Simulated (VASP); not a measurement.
# RbBr (Fm-3m) in VASP: notebook

RbBr is run at these levels: r2SCAN; tasks: electric field gradients.

Everything below comes from runs of VASP 6.6.1. Logs are shortened: lines on timing, memory, paths and dates and some standing lists are left out, and cuts for length are marked.

## (1) The cell of the first run

Symmetry: Fm-3m, No. 225, cubic system. Conventional cell: a = 5.093 Å, b = 5.093 Å, c = 5.093 Å, α = 90.00°, β = 90.00°, γ = 90.00°. Rb (site symmetry m-3m) has 6 Br at 2.55 Å within 3.4 Å. Within 3.4 Å of Br (site symmetry m-3m) lie 6 Rb at 2.55 Å.

## (2) Electric field gradients, r2SCAN (16.51 Å³/atom)

Input file POSCAR:

```
RbBr
1.0
    0.0000000000      2.5463659964      2.5463659964
    2.5463659964      0.0000000000      2.5463659964
    2.5463659964      2.5463659964      0.0000000000
Rb Br
1 1
Direct
    0.0000000000      0.0000000000      0.0000000000
    0.5000000000      0.5000000000      0.5000000000
```

Input file INCAR.step1:

```
SYSTEM = RbBr
ALGO = Normal
EDIFF = 1E-4
ENCUT = 520
GGA = PE
ISMEAR = -1
LASPH = .True.
LCHARG = .False.
LREAL = .False.
LWAVE = .True.
NBANDS = 15
NELM = 60
PREC = Accurate
SIGMA = 0.03
```

Input file INCAR.step2:

```
SYSTEM = RbBr
ALGO = Normal
EDIFF = 1E-8
ENCUT = 520
ISIF = 2
ISMEAR = -1
ISTART = 1
LASPH = .True.
LCHARG = .False.
LEFG = .True.
LMIXTAU = .True.
LREAL = .False.
LWAVE = .False.
METAGGA = R2SCAN
NBANDS = 15
NELM = 60
PREC = Accurate
SIGMA = 0.03
```

Input file KPOINTS:

```
k-points
0
Gamma
  7 7 7
  0 0 0
```

Potentials or basis: VASP PAW PBE potentials, release 64 (Rb_sv, Br).

Started as:

```bash
cat potpaw_PBE.64/Rb_sv/POTCAR potpaw_PBE.64/Br/POTCAR > POTCAR
cp INCAR.step1 INCAR
mpirun -np 1 vasp_std > vasp.out
cp INCAR.step2 INCAR
mpirun -np 1 vasp_std > vasp.out
```

OUTCAR:

```text
SYSTEM = RbBr
   EDIFF = 1E-8
   ENCUT = 520
   ISIF = 2
   ISMEAR = -1
   ISTART = 1
   LASPH = .True.
   LREAL = .False.
   METAGGA = R2SCAN
   NELM = 60
   PREC = Accurate

 ion  position               nearest neighbor table
   1  0.000  0.000  0.000-   2 2.55   2 2.55   2 2.55   2 2.55   2 2.55   2 2.55
   2  0.500  0.500  0.500-   1 2.55   1 2.55   1 2.55   1 2.55   1 2.55   1 2.55

  LATTYP: Found a face centered cubic cell.
 ALAT       =     5.0927319928

  Lattice vectors:

 A1 = (   0.0000000000,   2.5463659964,   2.5463659964)
 A2 = (   2.5463659964,   0.0000000000,   2.5463659964)
 A3 = (   2.5463659964,   2.5463659964,   0.0000000000)

Analysis of symmetry for initial positions (statically):
=====================================================================
 Subroutine PRICEL returns:
 Original cell was already a primitive cell.

 Routine SETGRP: Setting up the symmetry group for a
 face centered cubic supercell.

 Subroutine GETGRP returns: Found 48 space group operations
 (whereof 48 operations were pure point group operations)
 out of a pool of 48 trial point group operations.

The static configuration has the point symmetry O_h .

Analysis of symmetry for dynamics (positions and initial velocities):
=====================================================================
 Subroutine PRICEL returns:
 Original cell was already a primitive cell.

 Routine SETGRP: Setting up the symmetry group for a
 face centered cubic supercell.

 Subroutine GETGRP returns: Found 48 space group operations
 (whereof 48 operations were pure point group operations)
 out of a pool of 48 trial point group operations.

The dynamic configuration has the point symmetry O_h .

 Subroutine INISYM returns: Found 48 space group operations
 (whereof 48 operations are pure point group operations),
 and found     1 'primitive' translations

----------------------------------------------------------------------------------------

                                     Primitive cell

  volume of cell :      33.0212

  direct lattice vectors                    reciprocal lattice vectors
     0.000000000  2.546365996  2.546365996    -0.196358261  0.196358261  0.196358261
     2.546365996  0.000000000  2.546365996     0.196358261 -0.196358261  0.196358261
     2.546365996  2.546365996  0.000000000     0.196358261  0.196358261 -0.196358261

  length of vectors
     3.601105327  3.601105327  3.601105327     0.340102485  0.340102485  0.340102485

  position of ions in fractional coordinates (direct lattice)
     0.000000000  0.000000000  0.000000000
     0.500000000  0.500000000  0.500000000

  ion indices of the primitive-cell ions
   primitive index   ion index
                 1           1
                 2           2

----------------------------------------------------------------------------------------

 KPOINTS: k-points

Automatic generation of k-mesh.
 Grid dimensions read from file:
 generate k-points for:    7    7    7

 Generating k-lattice:

  Cartesian coordinates                     Fractional coordinates (reciprocal lattice)
    -0.028051180  0.028051180  0.028051180     0.142857143  0.000000000  0.000000000
     0.028051180 -0.028051180  0.028051180     0.000000000  0.142857143  0.000000000
     0.028051180  0.028051180 -0.028051180     0.000000000  0.000000000  0.142857143

  Length of vectors
     0.048586069  0.048586069  0.048586069

  Shift w.r.t. Gamma in fractional coordinates (k-lattice)
     0.000000000  0.000000000  0.000000000

 Subroutine IBZKPT returns following result:
 ===========================================

 Found     20 irreducible k-points:

 Following reciprocal coordinates:
            Coordinates               Weight
  0.000000  0.000000  0.000000      1.000000
  0.142857  0.000000  0.000000      8.000000
  0.285714  0.000000  0.000000      8.000000
  0.428571  0.000000  0.000000      8.000000
  0.142857  0.142857  0.000000      6.000000
  0.285714  0.142857  0.000000     24.000000
[... 12 lines left out ...]
 -0.428571  0.428571  0.142857     24.000000
 -0.285714  0.428571  0.142857     24.000000
   k-points           NKPTS =     20   k-points in BZ     NKDIM =     20   number of bands    NBANDS=     15
   number of dos      NEDOS =    301   number of ions     NIONS =      2
   total plane-waves  NPLWV =  21952
   dimension x,y,z NGX =    28 NGY =   28 NGZ =   28
   dimension x,y,z NGXF=    56 NGYF=   56 NGZF=   56
   ions per type =               1   1
   NGX,Y,Z   is equivalent  to a cutoff of  12.93, 12.93, 12.93 a.u.
   NGXF,Y,Z  is equivalent  to a cutoff of  25.85, 25.85, 25.85 a.u.
 SYSTEM =  RbBr
   PREC   = accura    normal or accurate (medium, high low for compatibility)
   ISTART =      1    job   : 0-new  1-cont  2-samecut
   ICHARG =      0    charge: 1-file 2-atom 10-const
   ISPIN  =      1    spin polarized calculation?
   LNONCOLLINEAR =      F non collinear calculations
   LSORBIT =      F    spin-orbit coupling
   LASPH  =      T    aspherical Exc in radial PAW
   ENCUT  =  520.0 eV  38.22 Ry    6.18 a.u.   6.70  6.70  6.70*2*pi/ulx,y,z
   NELM   =     60;   NELMIN=  2; NELMDL=  0     # of ELM steps
   EDIFF  = 0.1E-07   stopping-criterion for ELM
   LREAL  =      F    real-space projection
   EDIFFG = 0.1E-06   stopping-criterion for IOM
   NSW    =      0    number of steps for IOM
   IBRION =     -1    ionic relax: 0-MD 1-quasi-New 2-CG
   NFREE  =      0    steps in history (QN), initial steepest desc. (CG)
   ISIF   =      2    stress and relaxation
   ISYM   =      2    0-nonsym 1-usesym 2-fastsym
   POTIM  = 0.5000    time-step for ionic-motion
   TEBEG  =    0.0;   TEEND  =   0.0 temperature during run
   PSTRESS=    0.0 pullay stress
   NELECT =      16.0000    total number of electrons
   NUPDOWN=      -1.0000    fix difference up-down
   EMIN   =  10.00;   EMAX   =-10.00  energy-range for DOS
   EFERMI =   0.00;   METHOD = LEGACY
   ISMEAR =    -1;   SIGMA  =   0.03  broadening in eV -4-tet -1-fermi 0-gaus
   EFERMI_NEDOS =   21; number of points for ismear=-14 and -15
   IALGO  =     38    algorithm
   IMIX   =      4    mixing-type and parameters
     AMIX     =   0.40;   BMIX     =  1.00
     AMIX_MAG =   1.60;   BMIX_MAG =  1.00
  volume/ion in A,a.u.               =      16.51       111.42
  Fermi-wavevector in a.u.,A,eV,Ry     =   1.285831  2.429869 22.495358  1.653362
  Thomas-Fermi vector in A             =   2.417942
   LORBIT       =      0    0 simple, 1 ext, 2 COOP (PROOUT), +10 PAW based schemes
   METAGGA = R2SCAN    functional components
   LHFCALC =     F    Hartree Fock is set to
   AEXX    =    0.0000 exact exchange contribution
   IVDW    =     0    specifies the selected vdW correction
   LEPSILON=     F    determine dielectric tensor
   LRPA    =     F    only Hartree local field effects (RPA)
 non-spin polarized calculation
  energy-cutoff  :      520.00
  volume of cell :       33.02
 maximum number of plane-waves:       911
   NGX = 13   NGY = 13   NGZ = 13

 number of electron      15.9999998 magnetization

 Free energy of the ion-electron system (eV)
  ---------------------------------------------------
  ext. energy  EPLUGINS =         0.00000000
  ---------------------------------------------------
  free energy    TOTEN  =       -22.96042027 eV

  energy without entropy =      -22.96042027  energy(sigma->0) =      -22.96042027

 E-fermi :   6.6089     XC(G=0): -12.0807

 val. band max:        5.9284184174   @ k =  -0.4286   0.4286   0.0000
 cond. band min:       7.2345231663   @ k =   0.4286   0.4286   0.0000
 fundamental gap:      1.3061047489
 Fermi energy:         6.6088955055

 k-point     1 :       0.0000    0.0000    0.0000
  band No.  band energies     occupation
      1     -21.3118      2.00000
      2      -9.4437      2.00000
      3      -4.2943      2.00000
      4      -4.2943      2.00000
      5      -4.2943      2.00000
      6       4.7315      2.00000
      7       4.7315      2.00000
      8       4.7315      2.00000
      9      10.5902      0.00000
     10      10.5902      0.00000
     11      10.5902      0.00000
     12      12.6659      0.00000
     13      12.6659      0.00000
     14      13.8920      0.00000
     15      16.6020      0.00000

 k-point     2 :       0.1429    0.0000    0.0000
  band No.  band energies     occupation
      1     -21.1873      2.00000
      2      -9.9976      2.00000
      3      -4.2784      2.00000
      4      -4.2784      2.00000
      5      -3.8334      2.00000
      6       3.8711      2.00000
      7       4.0076      2.00000
      8       4.0076      2.00000
      9      10.6517      0.00000
     10      11.1831      0.00000
     11      11.1831      0.00000
     12      14.0070      0.00000
     13      14.0070      0.00000
     14      15.0138      0.00000
     15      18.2510      0.00000

 k-point     3 :       0.2857    0.0000    0.0000
  band No.  band energies     occupation
      1     -20.8842      2.00000
      2     -11.0657      2.00000
      3      -4.2294      2.00000
      4      -4.2294      2.00000
      5      -2.9421      2.00000
      6       2.2943      2.00000
      7       2.7732      2.00000
      8       2.7732      2.00000
      9      11.3589      0.00000
     10      12.8584      0.00000
     11      12.8584      0.00000
     12      16.9082      0.00000
     13      17.1157      0.00000
     14      17.1157      0.00000
     15      22.1543      0.00000
[... 271 lines left out ...]
 k-point    19 :      -0.4286    0.4286    0.1429
  band No.  band energies     occupation
      1     -20.4389      2.00000
      2     -10.8075      2.00000
      3      -6.5964      2.00000
      4      -5.8903      2.00000
      5      -4.2073      2.00000
      6       3.3372      2.00000
      7       5.2655      2.00000
      8       5.2787      2.00000
      9       8.8980      0.00000
     10      15.0094      0.00000
     11      16.1513      0.00000
     12      18.9094      0.00000
     13      19.2147      0.00000
     14      19.7049      0.00000
     15      21.2618      0.00000

 k-point    20 :      -0.2857    0.4286    0.1429
  band No.  band energies     occupation
      1     -20.4059      2.00000
      2     -11.0226      2.00000
      3      -6.6317      2.00000
      4      -5.9509      2.00000
      5      -3.4338      2.00000
      6       2.2272      2.00000
      7       4.8489      2.00000
      8       5.5264      2.00000
      9      10.7580      0.00000
     10      12.5828      0.00000
     11      17.3605      0.00000
     12      18.1082      0.00000
     13      18.2238      0.00000
     14      21.5085      0.00000
     15      22.3400      0.00000

------------------------ aborting loop because EDIFF is reached ----------------------------------------

  FORCE on cell =-STRESS in cart. coord.  units (eV):
  Direction    XX          YY          ZZ          XY          YZ          ZX
  --------------------------------------------------------------------------------------
  -------------------------------------------------------------------------------------
  Total       26.0709262     26.0709262     26.0709262      0.0000000     -0.0000000      0.0000000
  in kB     1264.9535220   1264.9535220   1264.9535220      0.0000000     -0.0000000      0.0000000
  external PRESSURE =    1264.9535220 kB  Pullay stress =       0.0000000 kB

 VOLUME and BASIS-vectors are now :
 -----------------------------------------------------------------------------
  energy-cutoff  :      520.00
  volume of cell :       33.02
      direct lattice vectors                 reciprocal lattice vectors
     0.000000000  2.546365996  2.546365996    -0.196358261  0.196358261  0.196358261
     2.546365996  0.000000000  2.546365996     0.196358261 -0.196358261  0.196358261
     2.546365996  2.546365996  0.000000000     0.196358261  0.196358261 -0.196358261

 POSITION                                       TOTAL-FORCE (eV/Angst)
 -----------------------------------------------------------------------------------
      0.00000      0.00000      0.00000         0.000000      0.000000      0.000000
      2.54637      2.54637      2.54637        -0.000000     -0.000000     -0.000000
 -----------------------------------------------------------------------------------
    total drift:                                0.000000      0.000000      0.000000

  FREE ENERGIE OF THE ION-ELECTRON SYSTEM (eV)
  ---------------------------------------------------
  free  energy   TOTEN  =       -22.9604202738 eV

  energy  without entropy=      -22.9604202738  energy(sigma->0) =      -22.96042027

 Electric field gradients (V/A^2)
---------------------------------------------------------------------
 ion       V_xx      V_yy      V_zz      V_xy      V_xz      V_yz
---------------------------------------------------------------------
   1       0.000    -0.000    -0.000     0.000     0.000     0.000
   2      -0.000    -0.000    -0.000     0.000     0.000     0.000
---------------------------------------------------------------------

 Electric field gradients after diagonalization (V/A^2)
 (convention: |V_zz| > |V_xx| > |V_yy|)
----------------------------------------------------------------------
 ion       V_xx      V_yy      V_zz     asymmetry (V_yy - V_xx)/ V_zz
----------------------------------------------------------------------
   1      -0.000    -0.000     0.000       0.000
   2      -0.000    -0.000     0.001       0.000
----------------------------------------------------------------------

           NMR quadrupolar parameters

 Cq : quadrupolar parameter    Cq=e*Q*V_zz/h
 eta: asymmetry parameters     (V_yy - V_xx)/ V_zz
 Q  : nuclear electric quadrupole moment in mb (millibarn)
----------------------------------------------------------------------
 ion       Cq(MHz)       eta       Q (mb)
----------------------------------------------------------------------
   1       0.000       0.000       1.000
   2       0.000       0.000       1.000
----------------------------------------------------------------------
```

Wall time 31 s (1 thread of Intel Xeon 6975P-C (Granite Rapids), shared host); peak memory 0.16 GiB.

Results:

```
Free energy                             : -22.9604 eV
Pressure                                : 126.5 GPa
Band gap on the k mesh                  : 1.31 eV (least direct gap 1.72 eV)
Largest electric field gradient by atom : under 0.05 V/Å² on every atom
```

Caveat: the cell stands under pressure; the PAW data sets were made with another functional, which shifts forces and pressure a little; an odd mesh through Γ misses points on the zone boundary, where band edges can lie.

(Part 1 of 2 ends here.)
